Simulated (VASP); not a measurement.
# Au (Fm-3m) in VASP: further runs

Au is run at these levels: PBEsol; tasks: single point, relaxation of volume and atoms at fixed shape.

All numbers are computed with VASP 6.6.1; they aren't measurements. Logs are shortened: lines on timing, memory, paths and dates and some standing lists are left out, and cuts for length are marked.

**1. The cell of the first run**

It takes space group Fm-3m (No. 225, cubic). The conventional cell has a = 4.082 Å, b = 4.082 Å, c = 4.082 Å, α = 90.00°, β = 90.00°, γ = 90.00°. Within 3.8 Å of Au (site symmetry m-3m) lie 12 Au at 2.89 Å.

**2. Single point, PBEsol**

The input, INCAR:

```
  PREC = Accurate
  ENCUT = 500
  EDIFF = 1E-6
  ISMEAR = -1
  SIGMA = 0.1
  LREAL = F
  LASPH = T
  NELM = 120
  ALGO = Normal
  ISIF = 2
  LWAVE = F
  LCHARG = T
  GGA = PS
  LELF = T
  LVHAR = T
  NBANDS = 12
  GGA_COMPAT = F
```

The input, KPOINTS:

```
Automatic mesh
0
Gamma
  9 9 9
```

The input, POSCAR:

```
Au
1.0
    0.0000000000      2.0409963176      2.0409963176
    2.0409963176      0.0000000000      2.0409963176
    2.0409963176      2.0409963176      0.0000000000
Au
1
Direct
    0.0000000000      0.0000000000      0.0000000000
```

Potentials or basis: VASP PAW PBE potentials, release 64 (Au).

The run is started by

```bash
cat potpaw_PBE.64/Au/POTCAR > POTCAR
mpirun -np 1 vasp_std > vasp.out
```

OUTCAR:

```text
PREC = Accurate
   ENCUT = 500
   EDIFF = 1E-6
   ISMEAR = -1
   LREAL = F
   LASPH = T
   NELM = 120
   ISIF = 2
   GGA = PS

 ion  position               nearest neighbor table
   1  0.000  0.000  0.000-

  LATTYP: Found a face centered cubic cell.
 ALAT       =     4.0819926352

  Lattice vectors:

 A1 = (   0.0000000000,   2.0409963176,   2.0409963176)
 A2 = (   2.0409963176,   0.0000000000,   2.0409963176)
 A3 = (   2.0409963176,   2.0409963176,   0.0000000000)

Analysis of symmetry for initial positions (statically):
=====================================================================
 Subroutine PRICEL returns:
 Original cell was already a primitive cell.

 Routine SETGRP: Setting up the symmetry group for a
 face centered cubic supercell.

 Subroutine GETGRP returns: Found 48 space group operations
 (whereof 48 operations were pure point group operations)
 out of a pool of 48 trial point group operations.

The static configuration has the point symmetry O_h .

Analysis of symmetry for dynamics (positions and initial velocities):
=====================================================================
 Subroutine PRICEL returns:
 Original cell was already a primitive cell.

 Routine SETGRP: Setting up the symmetry group for a
 face centered cubic supercell.

 Subroutine GETGRP returns: Found 48 space group operations
 (whereof 48 operations were pure point group operations)
 out of a pool of 48 trial point group operations.

The dynamic configuration has the point symmetry O_h .

 Subroutine INISYM returns: Found 48 space group operations
 (whereof 48 operations are pure point group operations),
 and found     1 'primitive' translations

----------------------------------------------------------------------------------------

                                     Primitive cell

  volume of cell :      17.0042

  direct lattice vectors                    reciprocal lattice vectors
     0.000000000  2.040996318  2.040996318    -0.244978394  0.244978394  0.244978394
     2.040996318  0.000000000  2.040996318     0.244978394 -0.244978394  0.244978394
     2.040996318  2.040996318  0.000000000     0.244978394  0.244978394 -0.244978394

  length of vectors
     2.886404673  2.886404673  2.886404673     0.424315025  0.424315025  0.424315025

  position of ions in fractional coordinates (direct lattice)
     0.000000000  0.000000000  0.000000000

  ion indices of the primitive-cell ions
   primitive index   ion index
                 1           1

----------------------------------------------------------------------------------------

 KPOINTS: Automatic mesh

Automatic generation of k-mesh.
 Grid dimensions read from file:
 generate k-points for:    9    9    9

 Generating k-lattice:

  Cartesian coordinates                     Fractional coordinates (reciprocal lattice)
    -0.027219822  0.027219822  0.027219822     0.111111111  0.000000000  0.000000000
     0.027219822 -0.027219822  0.027219822     0.000000000  0.111111111  0.000000000
     0.027219822  0.027219822 -0.027219822     0.000000000  0.000000000  0.111111111

  Length of vectors
     0.047146114  0.047146114  0.047146114

  Shift w.r.t. Gamma in fractional coordinates (k-lattice)
     0.000000000  0.000000000  0.000000000

 Subroutine IBZKPT returns following result:
 ===========================================

 Found     35 irreducible k-points:

 Following reciprocal coordinates:
            Coordinates               Weight
  0.000000  0.000000  0.000000      1.000000
  0.111111  0.000000  0.000000      8.000000
  0.222222  0.000000  0.000000      8.000000
  0.333333  0.000000  0.000000      8.000000
  0.444444  0.000000  0.000000      8.000000
  0.111111  0.111111  0.000000      6.000000
[... 16 lines left out ...]
 -0.333333  0.333333  0.000000     12.000000
  0.444444  0.444444  0.000000      6.000000
 [... further k-points ...]
   k-points           NKPTS =     35   k-points in BZ     NKDIM =     35   number of bands    NBANDS=     12
   number of dos      NEDOS =    301   number of ions     NIONS =      1
   total plane-waves  NPLWV =  13824
   dimension x,y,z NGX =    24 NGY =   24 NGZ =   24
   dimension x,y,z NGXF=    48 NGYF=   48 NGZF=   48
   ions per type =               1
   NGX,Y,Z   is equivalent  to a cutoff of  13.82, 13.82, 13.82 a.u.
   NGXF,Y,Z  is equivalent  to a cutoff of  27.65, 27.65, 27.65 a.u.
 SYSTEM =  unknown system
   PREC   = accura    normal or accurate (medium, high low for compatibility)
   ISTART =      0    job   : 0-new  1-cont  2-samecut
   ICHARG =      2    charge: 1-file 2-atom 10-const
   ISPIN  =      1    spin polarized calculation?
   LNONCOLLINEAR =      F non collinear calculations
   LSORBIT =      F    spin-orbit coupling
   LASPH  =      T    aspherical Exc in radial PAW
   ENCUT  =  500.0 eV  36.75 Ry    6.06 a.u.   5.26  5.26  5.26*2*pi/ulx,y,z
   NELM   =    120;   NELMIN=  2; NELMDL= -5     # of ELM steps
   EDIFF  = 0.1E-05   stopping-criterion for ELM
   LREAL  =      F    real-space projection
   EDIFFG = 0.1E-04   stopping-criterion for IOM
   NSW    =      0    number of steps for IOM
   IBRION =     -1    ionic relax: 0-MD 1-quasi-New 2-CG
   NFREE  =      0    steps in history (QN), initial steepest desc. (CG)
   ISIF   =      2    stress and relaxation
   ISYM   =      2    0-nonsym 1-usesym 2-fastsym
   POTIM  = 0.5000    time-step for ionic-motion
   TEBEG  =    0.0;   TEEND  =   0.0 temperature during run
   PSTRESS=    0.0 pullay stress
   NELECT =      11.0000    total number of electrons
   NUPDOWN=      -1.0000    fix difference up-down
   EMIN   =  10.00;   EMAX   =-10.00  energy-range for DOS
   EFERMI =   0.00;   METHOD = LEGACY
   ISMEAR =    -1;   SIGMA  =   0.10  broadening in eV -4-tet -1-fermi 0-gaus
   EFERMI_NEDOS =   21; number of points for ismear=-14 and -15
   IALGO  =     38    algorithm
   IMIX   =      4    mixing-type and parameters
     AMIX     =   0.40;   BMIX     =  1.00
     AMIX_MAG =   1.60;   BMIX_MAG =  1.00
  volume/ion in A,a.u.               =      17.00       114.75
  Fermi-wavevector in a.u.,A,eV,Ry     =   1.415860  2.675587 27.275031  2.004658
  Thomas-Fermi vector in A             =   2.537254
   LORBIT       =      0    0 simple, 1 ext, 2 COOP (PROOUT), +10 PAW based schemes
   GGA     = PS    functional components
   LHFCALC =     F    Hartree Fock is set to
   AEXX    =    0.0000 exact exchange contribution
   IVDW    =     0    specifies the selected vdW correction
   LEPSILON=     F    determine dielectric tensor
   LRPA    =     F    only Hartree local field effects (RPA)
 non-spin polarized calculation
  energy-cutoff  :      500.00
  volume of cell :       17.00
 maximum number of plane-waves:       444
 NGX is ok and might be reduce to    24
   NGX = 11   NGY = 11   NGZ = 11

 number of electron      11.0000000 magnetization

 Free energy of the ion-electron system (eV)
  ---------------------------------------------------
  ext. energy  EPLUGINS =         0.00000000
  ---------------------------------------------------
  free energy    TOTEN  =        -3.94945653 eV

  energy without entropy =       -3.94662240  energy(sigma->0) =       -3.94803946

 E-fermi :   9.2827     XC(G=0): -12.8968

 val. band max:        8.9204979486   @ k =   0.4444   0.3333   0.0000
 cond. band min:       9.3388032725   @ k =   0.4444   0.4444   0.0000
 fundamental gap:      0.4183053238
 Fermi energy:         9.2826880329

 k-point     1 :       0.0000    0.0000    0.0000
  band No.  band energies     occupation
      1      -0.6286      2.00000
      2       4.6284      2.00000
      3       4.6284      2.00000
      4       4.6284      2.00000
      5       6.1631      2.00000
      6       6.1631      2.00000
      7      23.8142      0.00000
      8      27.8180      0.00000
      9      27.8180      0.00000
     10      27.8180      0.00000
     11      32.6917      0.00000
     12      37.3821      0.00000

 k-point     2 :       0.1111    0.0000    0.0000
  band No.  band energies     occupation
      1      -0.2044      2.00000
      2       4.4997      2.00000
      3       4.7647      2.00000
      4       4.7647      2.00000
      5       6.1098      2.00000
      6       6.1098      2.00000
      7      24.2396      0.00000
      8      25.6203      0.00000
      9      28.3146      0.00000
     10      28.3146      0.00000
     11      33.0952      0.00000
     12      35.3984      0.00000

 k-point     3 :       0.2222    0.0000    0.0000
  band No.  band energies     occupation
      1       0.8865      2.00000
      2       4.3982      2.00000
      3       4.9229      2.00000
      4       4.9229      2.00000
      5       6.2189      2.00000
      6       6.2189      2.00000
      7      21.5305      0.00000
      8      24.9988      0.00000
      9      29.2601      0.00000
     10      29.2601      0.00000
     11      30.9879      0.00000
     12      32.6641      0.00000
[... 286 lines left out ...]
 k-point    23 :      -0.3333    0.3333    0.0000
  band No.  band energies     occupation
      1       3.1371      2.00000
      2       3.9477      2.00000
      3       4.8162      2.00000
      4       6.0453      2.00000
      5       6.9210      2.00000
      6      11.7179      0.00000
      7      15.7379      0.00000
      8      16.4499      0.00000
      9      23.5935      0.00000
     10      26.2875      0.00000
     11      34.5425      0.00000
     12      35.0411      0.00000

 k-point    24 :       0.4444    0.4444    0.0000
  band No.  band energies     occupation
      1       2.2710      2.00000
      2       2.6019      2.00000
      3       7.2914      2.00000
      4       7.5542      2.00000
      5       7.5542      2.00000
      6       9.3388      0.72656
      7      16.2503      0.00000
      8      19.5783      0.00000
      9      19.5783      0.00000
     10      26.3916      0.00000
     11      28.9984      0.00000
     12      37.0117      0.00000

 [... further k-points ...]
[... 5 lines left out ...]
  --------------------------------------------------------------------------------------
  -------------------------------------------------------------------------------------
  Total       -0.0292671     -0.0292671     -0.0292671     -0.0000000      0.0000000      0.0000000
  in kB       -2.7576193     -2.7576193     -2.7576193     -0.0000000      0.0000000      0.0000000
  external PRESSURE =      -2.7576193 kB  Pullay stress =       0.0000000 kB

 VOLUME and BASIS-vectors are now :
 -----------------------------------------------------------------------------
  energy-cutoff  :      500.00
  volume of cell :       17.00
      direct lattice vectors                 reciprocal lattice vectors
     0.000000000  2.040996318  2.040996318    -0.244978394  0.244978394  0.244978394
     2.040996318  0.000000000  2.040996318     0.244978394 -0.244978394  0.244978394
     2.040996318  2.040996318  0.000000000     0.244978394  0.244978394 -0.244978394

 POSITION                                       TOTAL-FORCE (eV/Angst)
 -----------------------------------------------------------------------------------
      0.00000      0.00000      0.00000         0.000000      0.000000      0.000000
 -----------------------------------------------------------------------------------
    total drift:                               -0.000000      0.000000      0.000000

  FREE ENERGIE OF THE ION-ELECTRON SYSTEM (eV)
  ---------------------------------------------------
  free  energy   TOTEN  =        -3.9494565267 eV

  energy  without entropy=       -3.9466223960  energy(sigma->0) =       -3.94803946
```

Run time: 14 s. Hardware: 1 thread of Intel Xeon 8259CL, shared host; peak memory 0.14 GiB.

Results:

```
Free energy : -3.9495 eV
Pressure    : -0.3 GPa
```

Caveat: the PAW data sets were made with another functional, which shifts forces and pressure a little; spin-orbit coupling is left out, which moves the levels of the heavy elements.

**3. Relaxation of volume and atoms at fixed shape, PBEsol**

This run uses another cell than the first one, of 16.85 Å³/atom, 0.991 times its volume.

The input, INCAR:

```
PREC = Accurate
ENCUT = 500
EDIFF = 1E-7
ISMEAR = -1
SIGMA = 0.1
LREAL = False
LASPH = True
NELM = 120
ALGO = Normal
ISIF = 8
LWAVE = False
LCHARG = False
GGA = PS
IBRION = 2
NSW = 80
EDIFFG = -0.02
GGA_COMPAT = False
NELMIN = 4
```

KPOINTS is that of step 2.

The input, POSCAR:

```
Au
1.0
    0.0000000000      2.0350000000      2.0350000000
    2.0350000000      0.0000000000      2.0350000000
    2.0350000000      2.0350000000      0.0000000000
Au
1
Direct
    0.0000000000      0.0000000000      0.0000000000
```

Potentials or basis: VASP PAW PBE potentials, release 64 (Au).

The run is started by

```bash
cat potpaw_PBE.64/Au/POTCAR > POTCAR
mpirun -np 1 vasp_std > vasp.out
```

Run time: 23 s. Hardware: 1 thread of Intel Xeon 8259CL, shared host; peak memory 0.14 GiB.

It converged, with:

```
Free energy                            : -3.9494 eV
Relaxed volume                         : 16.98 Å³/atom
Relaxed cell                           : a = 2.885 Å, b = 2.885 Å, c = 2.885 Å, α = 60.00°, β = 60.00°, γ = 60.00°
Space group after relaxing (to 0.05 Å) : Fm-3m (No. 225)
Energy gained by relaxing              : 0.5 meV/atom
Ionic steps                            : 3
Pressure after relaxing                : 0.0 GPa
```

The path:
```csv
step,energy change (eV),largest force (eV/Å),pressure (GPa),volume (Å³)
1,0.0000,0.0000,1.31,16.85
2,0.0010,0.0000,-2.13,17.19
3,-0.0005,0.0000,0.00,16.98
```

Final structure:
```
Au
1.0
     0.00000    2.03994    2.03994
     2.03994    0.00000    2.03994
     2.03994    2.03994    0.00000
Au
1
Direct
  0.00000 0.00000 0.00000
```

Levels at points of the mesh, in eV from the Fermi level:
| k point | band 4 | band 5 | band 6 | band 7 | band 8 | band 9 |
| --- | --- | --- | --- | --- | --- | --- |
| (0.00, 0.00, 0.00) | -4.66 | -3.12 | -3.12 | 14.53 | 18.54 | 18.54 |

Caveat: the PAW data sets were made with another functional, which shifts forces and pressure a little; spin-orbit coupling is left out, which moves the levels of the heavy elements. Zero-point motion and thermal expansion aren't in these numbers.
